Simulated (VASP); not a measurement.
Set up this calculation in VASP 6.6.1, as the native input.

- Task: single point
- Functional: r2SCAN
- Potentials or basis: VASP PAW PBE potentials, release 64 (Si, C)
- Cutoff: 520 eV
- k mesh: 10 × 10 × 10
- Occupations: gaussian, width 0.01 eV
- Spin: no spin polarisation
- Dipole correction: no
- Further INCAR settings: ALGO = Normal; EDIFF = 1e-06; NBANDS = 11

Crystal: SiC.

```
Si C
1.0
     0.00000    2.15627    2.19221
     2.15627    0.00000    2.19221
     2.15627    2.15627    0.00000
Si C
1 1
Direct
  0.00000 0.00000 0.00000
  0.25000 0.25000 0.25000
```

This cell differs from its parent crystal: epitaxial xy strain -1.0%.

These files were run (other wordings do the same):

POSCAR

```
SiC
1.0
    0.0000000000      2.1562718275      2.1922097029
    2.1562718275      0.0000000000      2.1922097029
    2.1562718275      2.1562718275      0.0000000000
Si C
1 1
Direct
    0.0000000000      0.0000000000      0.0000000000
    0.2500000000      0.2500000000      0.2500000000
```

INCAR.step1

```
SYSTEM = SiC
PREC     = Accurate       ! precision mode
ENCUT    = 520            ! plane-wave cutoff, eV
ISMEAR   = 0              ! smearing method
SIGMA    = 0.01           ! smearing width, eV
LREAL    = .FALSE.        ! projectors in reciprocal space
LASPH    = .TRUE.         ! aspherical terms in the spheres
NELM     = 80             ! most SCF steps
NBANDS   = 11             ! bands
GGA      = PE             ! functional
ALGO     = Normal         ! electronic algorithm
EDIFF    = 1E-4           ! SCF threshold, eV
LWAVE    = .TRUE.         ! write WAVECAR
LCHARG   = .FALSE.        ! write CHGCAR
```

INCAR.step2

```
SYSTEM = SiC
PREC     = Accurate       ! precision mode
ENCUT    = 520            ! plane-wave cutoff, eV
EDIFF    = 1E-6           ! SCF threshold, eV
ISMEAR   = 0              ! smearing method
SIGMA    = 0.01           ! smearing width, eV
LREAL    = .FALSE.        ! projectors in reciprocal space
LASPH    = .TRUE.         ! aspherical terms in the spheres
NELM     = 80             ! most SCF steps
ALGO     = Normal         ! electronic algorithm
ISIF     = 2              ! what is computed and relaxed
LWAVE    = .FALSE.        ! write WAVECAR
LCHARG   = .TRUE.         ! write CHGCAR
METAGGA  = R2SCAN         ! meta-GGA
LMIXTAU  = .TRUE.       
LELF     = .TRUE.         ! ELF
LVHAR    = .TRUE.       
NBANDS   = 11             ! bands
ISTART   = 1
```

KPOINTS

```
regular mesh
0
G
  10 10 10
  0 0 0
```

Potentials or basis: VASP PAW PBE potentials, release 64 (Si, C).

The run is started by

```console
$ cat potpaw_PBE.64/Si/POTCAR potpaw_PBE.64/C/POTCAR > POTCAR
$ cp INCAR.step1 INCAR
$ mpirun -np 1 vasp_std > vasp.out
$ cp INCAR.step2 INCAR
$ mpirun -np 1 vasp_std > vasp.out
```

Results of the run:

- Pressure: 3.0 GPa
- Band gap on the k mesh: 1.62 eV, indirect (least direct gap 5.06 eV)

Caveat: the cell differs from its parent crystal (epitaxial xy strain -1.0%); the PAW data sets were made with another functional, which shifts forces and pressure a little.

It took 2.1 min on 1 thread of AMD EPYC 7R13, with other jobs on the host, peak memory 0.12 GiB.
